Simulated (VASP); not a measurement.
A run of VASP 6.6.1:

The input INCAR:

```
ALGO = Normal
EDIFF = 1E-6
ENCUT = 560
GGA = CA
GGA_COMPAT = False
ISIF = 2
ISMEAR = 0
LASPH = True
LCHARG = True
LELF = True
LREAL = False
LVHAR = True
LWAVE = False
NBANDS = 24
NELM = 120
PREC = Accurate
SIGMA = 0.1
```

The input KPOINTS:

```
k-points
0
Gamma
  6 6 4
```

File POSCAR:

```
Ir
1.0
    2.7513778946      0.0000000000      0.0000000000
   -1.3756889473      2.3827631521      0.0000000000
    0.0000000000      0.0000000000      4.4622900000
Ir
2
Direct
    0.6666666667      0.3333333333      0.7500000000
    0.3333333333      0.6666666667      0.2500000000
```

Potentials or basis: VASP PAW LDA potentials, release 64 (Ir_sv_GW).

Run with:

```bash
$ cat potpaw_LDA.64/Ir_sv_GW/POTCAR > POTCAR
$ mpirun -np 1 vasp_std > vasp.out
```

Hardware: 1 thread of Intel(R) Xeon(R) Platinum 8259CL CPU @ 2.50GHz (Skylake/Cascade Lake) (shared host).

Problem. Estimate the wall time of this run.

Solution. It took 17 s on 1 thread of Intel(R) Xeon(R) Platinum 8259CL CPU @ 2.50GHz (Skylake/Cascade Lake) (shared host), peak memory 0.14 GiB. Counts: scf iterations 12, k points 21.
